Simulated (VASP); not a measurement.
# Ge in VASP: a series of runs

Ge is run at these levels: PBE; tasks: single point.

Program: VASP 6.6.1. These are calculated values, not measurements. Logs are shortened: lines on timing, memory, paths and dates and some standing lists are left out, and cuts for length are marked.

## Step 1: The cell of the first run

The structure is hexagonal, space group P6_3/mmc (No. 194). Conventional cell: a = 3.998 Å, b = 3.998 Å, c = 6.731 Å, α = 90.00°, β = 90.00°, γ = 120.00°. Ge (site symmetry 3m) has 4 Ge at 2.46 to 2.52 Å within 3.2 Å.

This isn't the form of Ge at room conditions, which is diamond.

## Step 2: Single point, PBE (zz strain of +2 %)

Contents of INCAR:

```
SYSTEM = Ge
ALGO     = Normal         ! electronic algorithm
EDIFF    = 1E-6           ! SCF threshold, eV
ENCUT    = 520            ! plane-wave cutoff, eV
GGA      = PE             ! functional
ISIF     = 2              ! what is computed and relaxed
ISMEAR   = -1             ! smearing method
LASPH    = .TRUE.         ! aspherical terms in the spheres
LCHARG   = .FALSE.        ! write CHGCAR
LREAL    = .FALSE.        ! projectors in reciprocal space
LWAVE    = .FALSE.        ! write WAVECAR
NBANDS   = 36             ! bands
NELM     = 80             ! most SCF steps
PREC     = Accurate       ! precision mode
SIGMA    = 0.05           ! smearing width, eV
```

Contents of KPOINTS:

```
k-points
0
G
  11 11 6
  0 0 0
```

Contents of POSCAR:

```
Ge
1.0
    3.9975858431      0.0000000000      0.0000000000
   -1.9987929216      3.4620108940      0.0000000000
    0.0000000000      0.0000000000      6.7313655090
Ge
4
Direct
    0.6666666667      0.3333333333      0.0629012500
    0.3333333333      0.6666666667      0.5629012500
    0.6666666667      0.3333333333      0.4370987500
    0.3333333333      0.6666666667      0.9370987500
```

Potentials or basis: VASP PAW PBE potentials, release 64 (Ge_d).

The run is started by

```sh
cat potpaw_PBE.64/Ge_d/POTCAR > POTCAR
mpirun -np 1 vasp_std > vasp.out
```

OUTCAR:

```text
SYSTEM = Ge
   EDIFF = 1E-6
   ENCUT = 520
   GGA = PE
   ISIF = 2
   ISMEAR = -1
   LASPH = .TRUE.
   LREAL = .FALSE.
   NELM = 80
   PREC = Accurate

 ion  position               nearest neighbor table
   1  0.667  0.333  0.063-   4 2.46   4 2.46   4 2.46   3 2.52
   2  0.333  0.667  0.563-   3 2.46   3 2.46   3 2.46   4 2.52
   3  0.667  0.333  0.437-   2 2.46   2 2.46   2 2.46   1 2.52
   4  0.333  0.667  0.937-   1 2.46   1 2.46   1 2.46   2 2.52

  LATTYP: Found a hexagonal cell.
 ALAT       =     3.9975858431
 C/A-ratio  =     1.6838576514

  Lattice vectors:

 A1 = (   3.9975858431,   0.0000000000,   0.0000000000)
 A2 = (  -1.9987929216,   3.4620108940,   0.0000000000)
 A3 = (   0.0000000000,   0.0000000000,   6.7313655090)

Analysis of symmetry for initial positions (statically):
=====================================================================
 Subroutine PRICEL returns:
 Original cell was already a primitive cell.

 Routine SETGRP: Setting up the symmetry group for a
 hexagonal supercell.

 Subroutine GETGRP returns: Found 24 space group operations
 (whereof 12 operations were pure point group operations)
 out of a pool of 24 trial point group operations.

The static configuration has the point symmetry D_3d.
 The point group associated with its full space group is D_6h.

Analysis of symmetry for dynamics (positions and initial velocities):
=====================================================================
 Subroutine PRICEL returns:
 Original cell was already a primitive cell.

 Routine SETGRP: Setting up the symmetry group for a
 hexagonal supercell.

 Subroutine GETGRP returns: Found 24 space group operations
 (whereof 12 operations were pure point group operations)
 out of a pool of 24 trial point group operations.

The dynamic configuration has the point symmetry D_3d.
 The point group associated with its full space group is D_6h.

 Subroutine INISYM returns: Found 24 space group operations
 (whereof 12 operations are pure point group operations),
 and found     1 'primitive' translations

----------------------------------------------------------------------------------------

                                     Primitive cell

  volume of cell :      93.1600

  direct lattice vectors                    reciprocal lattice vectors
     3.997585843  0.000000000  0.000000000     0.250150976  0.144424733  0.000000000
    -1.998792922  3.462010894  0.000000000     0.000000000  0.288849467  0.000000000
     0.000000000  0.000000000  6.731365509     0.000000000  0.000000000  0.148558268
[... 89 lines left out ...]
   LREAL  =      F    real-space projection
   EDIFFG = 0.1E-04   stopping-criterion for IOM
   NSW    =      0    number of steps for IOM
   IBRION =     -1    ionic relax: 0-MD 1-quasi-New 2-CG
   NFREE  =      0    steps in history (QN), initial steepest desc. (CG)
   ISIF   =      2    stress and relaxation
   ISYM   =      2    0-nonsym 1-usesym 2-fastsym
   POTIM  = 0.5000    time-step for ionic-motion
   TEBEG  =    0.0;   TEEND  =   0.0 temperature during run
   PSTRESS=    0.0 pullay stress
   NELECT =      56.0000    total number of electrons
   NUPDOWN=      -1.0000    fix difference up-down
   EMIN   =  10.00;   EMAX   =-10.00  energy-range for DOS
   EFERMI =   0.00;   METHOD = LEGACY
   ISMEAR =    -1;   SIGMA  =   0.05  broadening in eV -4-tet -1-fermi 0-gaus
   EFERMI_NEDOS =   21; number of points for ismear=-14 and -15
   IALGO  =     38    algorithm
   IMIX   =      4    mixing-type and parameters
     AMIX     =   0.40;   BMIX     =  1.00
     AMIX_MAG =   1.60;   BMIX_MAG =  1.00
  volume/ion in A,a.u.               =      23.29       157.17
  Fermi-wavevector in a.u.,A,eV,Ry     =   1.381638  2.610918 25.972494  1.908924
  Thomas-Fermi vector in A             =   2.506404
   LORBIT       =      0    0 simple, 1 ext, 2 COOP (PROOUT), +10 PAW based schemes
   GGA     = PE    functional components
   LHFCALC =     F    Hartree Fock is set to
   AEXX    =    0.0000 exact exchange contribution
   IVDW    =     0    specifies the selected vdW correction
   LEPSILON=     F    determine dielectric tensor
   LRPA    =     F    only Hartree local field effects (RPA)
 non-spin polarized calculation
  energy-cutoff  :      520.00
  volume of cell :       93.16
 maximum number of plane-waves:      2563
 NGX is ok and might be reduce to    30
   NGX = 15   NGY = 15   NGZ = 25

 number of electron      56.0000060 magnetization

 Free energy of the ion-electron system (eV)
  ---------------------------------------------------
  ext. energy  EPLUGINS =         0.00000000
  ---------------------------------------------------
  free energy    TOTEN  =       -17.97884971 eV

  energy without entropy =      -17.97781054  energy(sigma->0) =      -17.97833012

 E-fermi :   4.8345     XC(G=0):  -9.7876

 val. band max:        4.8259337664   @ k =   0.0000   0.0000   0.0000
 cond. band min:       4.8834210131   @ k =   0.0000   0.0000   0.0000
 fundamental gap:      0.0574872467
 Fermi energy:         4.8344644996

 k-point     1 :       0.0000    0.0000    0.0000
  band No.  band energies     occupation
      1     -20.0993      2.00000
      2     -20.0993      2.00000
      3     -20.0666      2.00000
      4     -20.0666      2.00000
      5     -20.0467      2.00000
      6     -20.0388      2.00000
[... 925 lines left out ...]
     35      10.8891      0.00000
     36      11.4824      0.00000

 [... further k-points ...]

------------------------ aborting loop because EDIFF is reached ----------------------------------------

  FORCE on cell =-STRESS in cart. coord.  units (eV):
  Direction    XX          YY          ZZ          XY          YZ          ZX
  --------------------------------------------------------------------------------------
  -------------------------------------------------------------------------------------
  Total        1.5481004      1.5481004     -0.3720070     -0.0000000      0.0000000      0.0000000
  in kB       26.6244296     26.6244296     -6.3978243     -0.0000000      0.0000000      0.0000000
  external PRESSURE =      15.6170116 kB  Pullay stress =       0.0000000 kB

 VOLUME and BASIS-vectors are now :
 -----------------------------------------------------------------------------
  energy-cutoff  :      520.00
  volume of cell :       93.16
      direct lattice vectors                 reciprocal lattice vectors
     3.997585843  0.000000000  0.000000000     0.250150976  0.144424733  0.000000000
    -1.998792922  3.462010894  0.000000000     0.000000000  0.288849467  0.000000000
     0.000000000  0.000000000  6.731365509     0.000000000  0.000000000  0.148558268

 POSITION                                       TOTAL-FORCE (eV/Angst)
 -----------------------------------------------------------------------------------
      1.99879      1.15400      0.42341        -0.000000     -0.000000      0.170585
     -0.00000      2.30801      3.78909         0.000000      0.000000      0.170585
      1.99879      1.15400      2.94227         0.000000     -0.000000     -0.170585
     -0.00000      2.30801      6.30795         0.000000      0.000000     -0.170585
 -----------------------------------------------------------------------------------
    total drift:                               -0.000000      0.000000      0.000000

  FREE ENERGIE OF THE ION-ELECTRON SYSTEM (eV)
  ---------------------------------------------------
  free  energy   TOTEN  =       -17.9788497146 eV

  energy  without entropy=      -17.9778105351  energy(sigma->0) =      -17.97833012
```

OSZICAR:

```text
N       E                     dE             d eps       ncg     rms          rms(c)
DAV:   1     0.500630633038E+03    0.50063E+03   -0.28291E+04  5332   0.424E+03
DAV:   2     0.689846639166E+02   -0.43165E+03   -0.42020E+03  4616   0.813E+02
DAV:   3    -0.133944777982E+02   -0.82379E+02   -0.81222E+02  4972   0.207E+02
DAV:   4    -0.180445525306E+02   -0.46501E+01   -0.46310E+01  5396   0.571E+01
DAV:   5    -0.181414967913E+02   -0.96944E-01   -0.96910E-01  5200   0.921E+00    0.439E+00
DAV:   6    -0.180331737621E+02    0.10832E+00   -0.64905E-02  5096   0.204E+00    0.259E+00
DAV:   7    -0.179746048575E+02    0.58569E-01   -0.10458E-01  5092   0.226E+00    0.197E-01
DAV:   8    -0.179779325440E+02   -0.33277E-02   -0.13073E-02  5052   0.106E+00    0.918E-02
DAV:   9    -0.179787436804E+02   -0.81114E-03   -0.86202E-04  5076   0.138E-01    0.315E-02
DAV:  10    -0.179788323468E+02   -0.88666E-04   -0.10285E-04  5396   0.815E-02    0.975E-03
DAV:  11    -0.179788482063E+02   -0.15860E-04   -0.31091E-05  4376   0.263E-02    0.314E-03
DAV:  12    -0.179788495430E+02   -0.13367E-05   -0.25378E-06  4236   0.166E-02    0.104E-03
DAV:  13    -0.179788497146E+02   -0.17168E-06   -0.44868E-07  3360   0.811E-03
   1 F= -.17978850E+02 E0= -.17978330E+02  d E =-.103918E-02
```

Run time: 4.2 min. Hardware: 1 thread of Intel Xeon 8259CL, shared host; peak memory 0.29 GiB.

Results:

```yaml
Free_energy: -17.9788 eV
Pressure: 1.6 GPa
Largest_force: 0.171 eV/Å
Band_gap_on_the_k_mesh: 0.06 eV
```

Forces on the atoms (eV/Å):
```
Ge   0.000  0.000  0.171
Ge   0.000  0.000  0.171
Ge   0.000  0.000 -0.171
Ge   0.000  0.000 -0.171
```

Caveat: the cell differs from its parent crystal (zz strain of +2 %); an odd mesh through Γ misses points on the zone boundary, where band edges can lie.

## Step 3: Single point, PBE (equal xy, yz and zx shear strains of -1 %)

Contents of INCAR:

```
SYSTEM = Ge
PREC = Accurate
ENCUT = 520
EDIFF = 1E-6
ISMEAR = -1
SIGMA = 0.05
LREAL = .FALSE.
LASPH = .TRUE.
NELM = 60
ALGO = Normal
ISIF = 2
LWAVE = .FALSE.
LCHARG = .TRUE.
GGA = PE
LELF = .TRUE.
LVHAR = .TRUE.
NBANDS = 36
```

Contents of KPOINTS:

```
regular mesh
0
G
  11 11 6
  0 0 0
```

Contents of POSCAR:

```
Ge
1.0
    3.9975858431     -0.0199879292     -0.0199879292
   -2.0161029760      3.4720048586     -0.0073160899
   -0.0329968898     -0.0329968898      6.5993779500
Ge
4
Direct
    0.6666666667      0.3333333333      0.0629012500
    0.3333333333      0.6666666667      0.5629012500
    0.6666666667      0.3333333333      0.4370987500
    0.3333333333      0.6666666667      0.9370987500
```

Potentials or basis: VASP PAW PBE potentials, release 64 (Ge_d).

The run is started by

```sh
cat potpaw_PBE.64/Ge_d/POTCAR > POTCAR
mpirun -np 1 vasp_std > vasp.out
```

Wall time 22 min (1 thread of Oxide Virtual Turin-like, shared host); peak memory 0.79 GiB.

It converged, with:

```
Free energy   : -17.9618 eV
Pressure      : 3.0 GPa
Largest force : 0.152 eV/Å
```

Forces in eV/Å, atoms in the order of the input:
```
Ge  -0.019  0.058  0.007
Ge   0.139  0.061  0.010
Ge  -0.139 -0.061 -0.010
Ge   0.019 -0.058 -0.007
```

Stress tensor (GPa, compression positive):
```
3.01 0.71 0.49
0.71 3.01 0.49
0.49 0.49 2.90
```

Levels at points of the mesh, in eV from the Fermi level:
```
           k point  band 25  band 26  band 27  band 28  band 29  band 30  band 31  band 32
(0.00, 0.00, 0.00)    -1.50    -0.20    -0.11    -0.04     0.06     0.10     2.19     2.28
(0.00, 0.00, 0.50)    -0.95    -0.92    -0.86    -0.84     0.66     0.66     3.26     3.30
```

Caveat: the cell differs from its parent crystal (equal xy, yz and zx shear strains of -1 %).
